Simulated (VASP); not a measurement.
# Sb2Se3 (La2O3 type) (P-3m1) in VASP: a series of runs

Sb2Se3 (La2O3 type) is run at these levels: PBE, revPBE; tasks: single point, relaxation of cell and atoms.

All numbers are computed with VASP 6.6.1; they aren't measurements. Logs are shortened: lines on timing, memory, paths and dates and some standing lists are left out, and cuts for length are marked.

## (1) The cell of the first run

It takes space group P-3m1 (No. 164, trigonal). The conventional cell has a = 4.069 Å, b = 4.069 Å, c = 10.535 Å, α = 90.00°, β = 90.00°, γ = 120.00°. Sb (site symmetry 3m) has 6 Se at 2.82 to 3.02 Å within 3.7 Å. Se (site symmetry -3m) has 6 Sb at 3.02 Å and 12 Se at 4.07 to 4.17 Å within 4.2 Å. Se (site symmetry 3m) has 3 Sb at 2.82 Å within 3.7 Å.

## (2) Single point, PBE

INCAR

```
SYSTEM = Sb2Se3
ALGO = Normal
EDIFF = 1E-6
ENCUT = 520
GGA = PE
ISIF = 2
ISMEAR = -1
LASPH = .TRUE.
LCHARG = .FALSE.
LREAL = .FALSE.
LWAVE = .FALSE.
NBANDS = 22
NELM = 80
PREC = Accurate
SIGMA = 0.03
```

KPOINTS

```
k-points
0
G
  8 8 5
  0 0 0
```

POSCAR

```
Sb2Se3
1.0
    4.0694543721      0.0000000000      0.0000000000
   -2.0347271860      3.5242508658      0.0000000000
    0.0000000000      0.0000000000     10.5348044482
Sb Se
2 3
Direct
    0.3333333333      0.6666666667      0.1799456836
    0.6666666667      0.3333333333      0.8200543164
    0.0000000000      0.0000000000      0.0000000000
    0.3333333333      0.6666666667      0.6726280850
    0.6666666667      0.3333333333      0.3273719150
```

Potentials or basis: VASP PAW PBE potentials, release 64 (Sb, Se).

Launch:

```
cat potpaw_PBE.64/Sb/POTCAR potpaw_PBE.64/Se/POTCAR > POTCAR
mpirun -np 1 vasp_std > vasp.out
```

OUTCAR:

```text
SYSTEM = Sb2Se3
   EDIFF = 1E-6
   ENCUT = 520
   GGA = PE
   ISIF = 2
   ISMEAR = -1
   LASPH = .TRUE.
   LREAL = .FALSE.
   NELM = 80
   PREC = Accurate

 ion  position               nearest neighbor table
   1  0.333  0.667  0.180-   5 2.82   5 2.82   5 2.82   3 3.02   3 3.02   3 3.02
   2  0.667  0.333  0.820-   4 2.82   4 2.82   4 2.82   3 3.02   3 3.02   3 3.02
   3  0.000  0.000  0.000-   1 3.02   2 3.02   1 3.02   2 3.02   2 3.02   1 3.02
   4  0.333  0.667  0.673-   2 2.82   2 2.82   2 2.82
   5  0.667  0.333  0.327-   1 2.82   1 2.82   1 2.82

  LATTYP: Found a hexagonal cell.
 ALAT       =     4.0694543721
 C/A-ratio  =     2.5887510917

  Lattice vectors:

 A1 = (   4.0694543721,   0.0000000000,   0.0000000000)
 A2 = (  -2.0347271860,   3.5242508658,   0.0000000000)
 A3 = (   0.0000000000,   0.0000000000,  10.5348044482)

Analysis of symmetry for initial positions (statically):
=====================================================================
 Subroutine PRICEL returns:
 Original cell was already a primitive cell.

 Routine SETGRP: Setting up the symmetry group for a
 hexagonal supercell.

 Subroutine GETGRP returns: Found 12 space group operations
 (whereof 12 operations were pure point group operations)
 out of a pool of 24 trial point group operations.

The static configuration has the point symmetry D_3d.

Analysis of symmetry for dynamics (positions and initial velocities):
=====================================================================
 Subroutine PRICEL returns:
 Original cell was already a primitive cell.

 Routine SETGRP: Setting up the symmetry group for a
 hexagonal supercell.

 Subroutine GETGRP returns: Found 12 space group operations
 (whereof 12 operations were pure point group operations)
 out of a pool of 24 trial point group operations.

The dynamic configuration has the point symmetry D_3d.

 Subroutine INISYM returns: Found 12 space group operations
 (whereof 12 operations are pure point group operations),
 and found     1 'primitive' translations

----------------------------------------------------------------------------------------

                                     Primitive cell

  volume of cell :     151.0878

  direct lattice vectors                    reciprocal lattice vectors
     4.069454372  0.000000000  0.000000000     0.245733189  0.141874123  0.000000000
    -2.034727186  3.524250866  0.000000000     0.000000000  0.283748246  0.000000000
     0.000000000  0.000000000 10.534804448     0.000000000  0.000000000  0.094923452

  length of vectors
     4.069454372  4.069454372 10.534804448     0.283748246  0.283748246  0.094923452

  position of ions in fractional coordinates (direct lattice)
     0.333333333  0.666666667  0.179945684
     0.666666667  0.333333333  0.820054316
     0.000000000  0.000000000  0.000000000
     0.333333333  0.666666667  0.672628085
     0.666666667  0.333333333  0.327371915

  ion indices of the primitive-cell ions
   primitive index   ion index
                 1           1
                 2           2
                 3           3
                 4           4
                 5           5

----------------------------------------------------------------------------------------

 KPOINTS: k-points

Automatic generation of k-mesh.
 Grid dimensions read from file:
 generate k-points for:    8    8    5

 Generating k-lattice:

  Cartesian coordinates                     Fractional coordinates (reciprocal lattice)
     0.030716649  0.017734265  0.000000000     0.125000000  0.000000000  0.000000000
     0.000000000  0.035468531  0.000000000     0.000000000  0.125000000  0.000000000
     0.000000000  0.000000000  0.018984690     0.000000000  0.000000000  0.200000000

  Length of vectors
     0.035468531  0.035468531  0.018984690

  Shift w.r.t. Gamma in fractional coordinates (k-lattice)
     0.000000000  0.000000000  0.000000000

 Subroutine IBZKPT returns following result:
 ===========================================

 Found     40 irreducible k-points:

 Following reciprocal coordinates:
            Coordinates               Weight
  0.000000  0.000000  0.000000      1.000000
  0.125000  0.000000  0.000000      6.000000
  0.250000  0.000000  0.000000      6.000000
  0.375000  0.000000  0.000000      6.000000
  0.500000  0.000000  0.000000      3.000000
  0.125000  0.125000  0.000000      6.000000
[... 16 lines left out ...]
 -0.125000  0.500000  0.200000     12.000000
  0.250000  0.250000  0.200000     12.000000
 [... further k-points ...]
   k-points           NKPTS =     40   k-points in BZ     NKDIM =     40   number of bands    NBANDS=     22
   number of dos      NEDOS =    301   number of ions     NIONS =      5
   total plane-waves  NPLWV =  72000
   dimension x,y,z NGX =    30 NGY =   30 NGZ =   80
   dimension x,y,z NGXF=    60 NGYF=   60 NGZF=  160
   ions per type =               2   3
   NGX,Y,Z   is equivalent  to a cutoff of  12.26, 12.26, 12.62 a.u.
   NGXF,Y,Z  is equivalent  to a cutoff of  24.51, 24.51, 25.25 a.u.
 SYSTEM =  Sb2Se3
   PREC   = accura    normal or accurate (medium, high low for compatibility)
   ISTART =      0    job   : 0-new  1-cont  2-samecut
   ICHARG =      2    charge: 1-file 2-atom 10-const
   ISPIN  =      1    spin polarized calculation?
   LNONCOLLINEAR =      F non collinear calculations
   LSORBIT =      F    spin-orbit coupling
   LASPH  =      T    aspherical Exc in radial PAW
   ENCUT  =  520.0 eV  38.22 Ry    6.18 a.u.   7.57  7.57 19.59*2*pi/ulx,y,z
   NELM   =     80;   NELMIN=  2; NELMDL= -5     # of ELM steps
   EDIFF  = 0.1E-05   stopping-criterion for ELM
   LREAL  =      F    real-space projection
   EDIFFG = 0.1E-04   stopping-criterion for IOM
   NSW    =      0    number of steps for IOM
   IBRION =     -1    ionic relax: 0-MD 1-quasi-New 2-CG
   NFREE  =      0    steps in history (QN), initial steepest desc. (CG)
   ISIF   =      2    stress and relaxation
   ISYM   =      2    0-nonsym 1-usesym 2-fastsym
   POTIM  = 0.5000    time-step for ionic-motion
   TEBEG  =    0.0;   TEEND  =   0.0 temperature during run
   PSTRESS=    0.0 pullay stress
   NELECT =      28.0000    total number of electrons
   NUPDOWN=      -1.0000    fix difference up-down
   EMIN   =  10.00;   EMAX   =-10.00  energy-range for DOS
   EFERMI =   0.00;   METHOD = LEGACY
   ISMEAR =    -1;   SIGMA  =   0.03  broadening in eV -4-tet -1-fermi 0-gaus
   EFERMI_NEDOS =   21; number of points for ismear=-14 and -15
   IALGO  =     38    algorithm
   IMIX   =      4    mixing-type and parameters
     AMIX     =   0.40;   BMIX     =  1.00
     AMIX_MAG =   1.60;   BMIX_MAG =  1.00
  volume/ion in A,a.u.               =      30.22       203.92
  Fermi-wavevector in a.u.,A,eV,Ry     =   0.933364  1.763802 11.852963  0.871168
  Thomas-Fermi vector in A             =   2.060058
   LORBIT       =      0    0 simple, 1 ext, 2 COOP (PROOUT), +10 PAW based schemes
   GGA     = PE    functional components
   LHFCALC =     F    Hartree Fock is set to
   AEXX    =    0.0000 exact exchange contribution
   IVDW    =     0    specifies the selected vdW correction
   LEPSILON=     F    determine dielectric tensor
   LRPA    =     F    only Hartree local field effects (RPA)
 non-spin polarized calculation
  energy-cutoff  :      520.00
  volume of cell :      151.09
 maximum number of plane-waves:      4097
   NGX = 15   NGY = 15   NGZ = 39

 number of electron      27.9999999 magnetization

 Free energy of the ion-electron system (eV)
  ---------------------------------------------------
  ext. energy  EPLUGINS =         0.00000000
  ---------------------------------------------------
  free energy    TOTEN  =       -20.09889067 eV

  energy without entropy =      -20.09888283  energy(sigma->0) =      -20.09888675

 E-fermi :   3.9188     XC(G=0):  -8.7612

 val. band max:        3.6494426644   @ k =   0.0000   0.0000   0.0000
 cond. band min:       4.1082585523   @ k =   0.0000   0.0000   0.0000
 fundamental gap:      0.4588158879
 Fermi energy:         3.9188132677

 k-point     1 :       0.0000    0.0000    0.0000
  band No.  band energies     occupation
      1     -10.2003      2.00000
      2      -9.6782      2.00000
      3      -8.9223      2.00000
      4      -4.8029      2.00000
      5      -3.5031      2.00000
      6       1.6938      2.00000
[... 14 lines left out ...]
     21       9.4564      0.00000
     22      10.3986      0.00000

 k-point     2 :       0.1250    0.0000    0.0000
  band No.  band energies     occupation
      1     -10.0703      2.00000
      2      -9.5650      2.00000
      3      -8.8559      2.00000
      4      -4.8089      2.00000
      5      -3.6968      2.00000
      6       0.8165      2.00000
[... 14 lines left out ...]
     21       9.4126      0.00000
     22       9.9681      0.00000

 k-point     3 :       0.2500    0.0000    0.0000
  band No.  band energies     occupation
      1      -9.7033      2.00000
      2      -9.2582      2.00000
      3      -8.6964      2.00000
      4      -4.9145      2.00000
      5      -4.2412      2.00000
      6      -0.4337      2.00000
[... 14 lines left out ...]
     21       8.4766      0.00000
     22       9.9525      0.00000
[... 476 lines left out ...]
 k-point    23 :      -0.1250    0.5000    0.2000
  band No.  band energies     occupation
      1      -8.8772      2.00000
      2      -8.7286      2.00000
      3      -8.5468      2.00000
      4      -5.4729      2.00000
      5      -5.0744      2.00000
      6      -1.3950      2.00000
[... 14 lines left out ...]
     21       8.2784      0.00000
     22       9.9842      0.00000

 k-point    24 :       0.2500    0.2500    0.2000
  band No.  band energies     occupation
      1      -8.9350      2.00000
      2      -8.7247      2.00000
      3      -8.4986      2.00000
      4      -5.2722      2.00000
      5      -5.2228      2.00000
      6      -0.9243      2.00000
[... 14 lines left out ...]
     21       9.4513      0.00000
     22       9.5530      0.00000

 [... further k-points ...]

------------------------ aborting loop because EDIFF is reached ----------------------------------------

  FORCE on cell =-STRESS in cart. coord.  units (eV):
  Direction    XX          YY          ZZ          XY          YZ          ZX
  --------------------------------------------------------------------------------------
  -------------------------------------------------------------------------------------
  Total       -0.0395037     -0.0395037     -0.0358478     -0.0000000      0.0000000      0.0000000
  in kB       -0.4189080     -0.4189080     -0.3801397     -0.0000000      0.0000000      0.0000000
  external PRESSURE =      -0.4059852 kB  Pullay stress =       0.0000000 kB

 VOLUME and BASIS-vectors are now :
 -----------------------------------------------------------------------------
  energy-cutoff  :      520.00
  volume of cell :      151.09
      direct lattice vectors                 reciprocal lattice vectors
     4.069454372  0.000000000  0.000000000     0.245733189  0.141874123  0.000000000
    -2.034727186  3.524250866  0.000000000     0.000000000  0.283748246  0.000000000
     0.000000000  0.000000000 10.534804448     0.000000000  0.000000000  0.094923452

 POSITION                                       TOTAL-FORCE (eV/Angst)
 -----------------------------------------------------------------------------------
     -0.00000      2.34950      1.89569        -0.000000     -0.000000     -0.024633
      2.03473      1.17475      8.63911         0.000000      0.000000      0.024633
      0.00000      0.00000      0.00000         0.000000      0.000000     -0.000000
     -0.00000      2.34950      7.08601         0.000000      0.000000     -0.009201
      2.03473      1.17475      3.44880        -0.000000     -0.000000      0.009201
 -----------------------------------------------------------------------------------
    total drift:                               -0.000000      0.000000      0.000000

  FREE ENERGIE OF THE ION-ELECTRON SYSTEM (eV)
  ---------------------------------------------------
  free  energy   TOTEN  =       -20.0988906737 eV

  energy  without entropy=      -20.0988828253  energy(sigma->0) =      -20.09888675
```

Wall time 3.2 min (1 thread of Intel Xeon 8259CL, shared host); peak memory 0.32 GiB.

Results:

* Free energy: -20.0989 eV
* Pressure: 0.0 GPa
* Largest force: 0.025 eV/Å
* Band gap on the k mesh: 0.46 eV

Forces on the atoms (eV/Å):
```
Sb   0.000  0.000 -0.025
Sb   0.000  0.000  0.025
Se   0.000  0.000  0.000
Se   0.000  0.000 -0.009
Se   0.000  0.000  0.009
```

Caveat: spin-orbit coupling is left out, which moves the levels of the heavy elements; an odd mesh through Γ misses points on the zone boundary, where band edges can lie; this functional lacks dispersion, which binds the layers, so the pressure and a relaxed spacing across them are unreliable.

## (3) Single point, PBE

INCAR

```
PREC     = Accurate       # precision mode
ENCUT    = 520            # plane-wave cutoff, eV
EDIFF    = 1E-7           # SCF threshold, eV
ISMEAR   = -1             # smearing method
SIGMA    = 0.03           # smearing width, eV
LREAL    = F              # projectors in reciprocal space
LASPH    = T              # aspherical terms in the spheres
NELM     = 80             # most SCF steps
ALGO     = Normal         # electronic algorithm
ISIF     = 2              # what is computed and relaxed
LWAVE    = F              # write WAVECAR
LCHARG   = F              # write CHGCAR
GGA      = PE             # functional
NBANDS   = 22             # bands
```

KPOINTS

```
regular mesh
0
Gamma
  8 8 5
```

POSCAR is that of step 2.

Potentials or basis: VASP PAW PBE potentials, release 64 (Sb, Se).

Launch:

```
cat potpaw_PBE.64/Sb/POTCAR potpaw_PBE.64/Se/POTCAR > POTCAR
mpirun -np 1 vasp_std > vasp.out
```

OUTCAR:

```text
PREC = Accurate
   ENCUT = 520
   EDIFF = 1E-7
   ISMEAR = -1
   LREAL = F
   LASPH = T
   NELM = 80
   ISIF = 2
   GGA = PE

 ion  position               nearest neighbor table
   1  0.333  0.667  0.180-   5 2.82   5 2.82   5 2.82   3 3.02   3 3.02   3 3.02
   2  0.667  0.333  0.820-   4 2.82   4 2.82   4 2.82   3 3.02   3 3.02   3 3.02
   3  0.000  0.000  0.000-   1 3.02   2 3.02   1 3.02   2 3.02   2 3.02   1 3.02
   4  0.333  0.667  0.673-   2 2.82   2 2.82   2 2.82
   5  0.667  0.333  0.327-   1 2.82   1 2.82   1 2.82

  LATTYP: Found a hexagonal cell.
 ALAT       =     4.0694543721
 C/A-ratio  =     2.5887510917

  Lattice vectors:

 A1 = (   4.0694543721,   0.0000000000,   0.0000000000)
 A2 = (  -2.0347271860,   3.5242508658,   0.0000000000)
 A3 = (   0.0000000000,   0.0000000000,  10.5348044482)

Analysis of symmetry for initial positions (statically):
=====================================================================
 Subroutine PRICEL returns:
 Original cell was already a primitive cell.

[... 173 lines left out ...]

 E-fermi :   3.9188     XC(G=0):  -8.7611

 val. band max:        3.6494395533   @ k =   0.0000   0.0000   0.0000
 cond. band min:       4.1083099735   @ k =   0.0000   0.0000   0.0000
 fundamental gap:      0.4588704202
 Fermi energy:         3.9188343632

 k-point     1 :       0.0000    0.0000    0.0000
  band No.  band energies     occupation
      1     -10.2003      2.00000
      2      -9.6782      2.00000
      3      -8.9223      2.00000
      4      -4.8028      2.00000
      5      -3.5030      2.00000
      6       1.6938      2.00000
[... 589 lines left out ...]
     21       9.4513      0.00000
     22       9.5530      0.00000

 [... further k-points ...]

------------------------ aborting loop because EDIFF is reached ----------------------------------------

  FORCE on cell =-STRESS in cart. coord.  units (eV):
  Direction    XX          YY          ZZ          XY          YZ          ZX
  --------------------------------------------------------------------------------------
  -------------------------------------------------------------------------------------
  Total       -0.0392299     -0.0392299     -0.0353520     -0.0000000      0.0000000      0.0000000
  in kB       -0.4160045     -0.4160045     -0.3748824     -0.0000000      0.0000000      0.0000000
  external PRESSURE =      -0.4022971 kB  Pullay stress =       0.0000000 kB

 VOLUME and BASIS-vectors are now :
 -----------------------------------------------------------------------------
  energy-cutoff  :      520.00
  volume of cell :      151.09
      direct lattice vectors                 reciprocal lattice vectors
     4.069454372  0.000000000  0.000000000     0.245733189  0.141874123  0.000000000
    -2.034727186  3.524250866  0.000000000     0.000000000  0.283748246  0.000000000
     0.000000000  0.000000000 10.534804448     0.000000000  0.000000000  0.094923452

 POSITION                                       TOTAL-FORCE (eV/Angst)
 -----------------------------------------------------------------------------------
     -0.00000      2.34950      1.89569        -0.000000      0.000000     -0.024591
      2.03473      1.17475      8.63911         0.000000     -0.000000      0.024591
      0.00000      0.00000      0.00000        -0.000000      0.000000      0.000000
     -0.00000      2.34950      7.08601         0.000000      0.000000     -0.009401
      2.03473      1.17475      3.44880        -0.000000     -0.000000      0.009401
 -----------------------------------------------------------------------------------
    total drift:                               -0.000000      0.000000      0.000000

  FREE ENERGIE OF THE ION-ELECTRON SYSTEM (eV)
  ---------------------------------------------------
  free  energy   TOTEN  =       -20.0988906544 eV

  energy  without entropy=      -20.0988828126  energy(sigma->0) =      -20.09888673
```

OSZICAR:

```text
N       E                     dE             d eps       ncg     rms          rms(c)
DAV:   1     0.142982630770E+03    0.14298E+03   -0.10425E+04  1760   0.104E+03
DAV:   2    -0.722091381830E+01   -0.15020E+03   -0.14417E+03  2332   0.172E+02
DAV:   3    -0.204533070238E+02   -0.13232E+02   -0.12989E+02  2220   0.550E+01
DAV:   4    -0.206740871174E+02   -0.22078E+00   -0.22039E+00  1958   0.812E+00
DAV:   5    -0.206772425958E+02   -0.31555E-02   -0.31550E-02  2250   0.102E+00    0.559E+00
DAV:   6    -0.200903530197E+02    0.58689E+00   -0.14446E+00  1928   0.489E+00    0.367E+00
DAV:   7    -0.200929372484E+02   -0.25842E-02   -0.25570E-01  2024   0.252E+00    0.156E+00
DAV:   8    -0.200978150858E+02   -0.48778E-02   -0.30309E-02  2030   0.872E-01    0.570E-01
DAV:   9    -0.200986460979E+02   -0.83101E-03   -0.21618E-03  1914   0.312E-01    0.165E-01
DAV:  10    -0.200988239317E+02   -0.17783E-03   -0.66031E-04  2090   0.165E-01    0.646E-02
DAV:  11    -0.200988722106E+02   -0.48279E-04   -0.13262E-04  2012   0.676E-02    0.268E-02
DAV:  12    -0.200988888583E+02   -0.16648E-04   -0.28622E-05  1856   0.321E-02    0.759E-03
DAV:  13    -0.200988904442E+02   -0.15859E-05   -0.24660E-06  2100   0.909E-03    0.363E-03
DAV:  14    -0.200988906749E+02   -0.23067E-06   -0.54493E-07  2050   0.368E-03    0.117E-03
DAV:  15    -0.200988906544E+02    0.20510E-07   -0.76776E-08  1276   0.167E-03
   1 F= -.20098891E+02 E0= -.20098887E+02  d E =-.784172E-05
```

Run time: 3.5 min. Hardware: 1 thread of Intel Xeon 8259CL, shared host; peak memory 0.32 GiB.

What came out:

```
Free energy            : -20.0989 eV
Pressure               : 0.0 GPa
Largest force          : 0.025 eV/Å
Band gap on the k mesh : 0.46 eV
```

Forces on the atoms (eV/Å):
```
Sb   0.000  0.000 -0.025
Sb   0.000  0.000  0.025
Se   0.000  0.000  0.000
Se   0.000  0.000 -0.009
Se   0.000  0.000  0.009
```

Levels at points of the mesh, in eV from the valence-band top:
| k point | band 12 | band 13 | band 14 | band 15 | band 16 | band 17 |
| --- | --- | --- | --- | --- | --- | --- |
| (0.00, 0.00, 0.00) | -1.12 | -1.12 | 0.00 | 0.46 | 1.54 | 1.54 |
| (0.50, 0.00, 0.00) | -1.71 | -1.32 | -0.45 | 1.30 | 2.33 | 2.53 |

Caveat: spin-orbit coupling is left out, which moves the levels of the heavy elements; an odd mesh through Γ misses points on the zone boundary, where band edges can lie; this functional lacks dispersion, which binds the layers, so the pressure and a relaxed spacing across them are unreliable.

(Continued in part 2 of 2.)
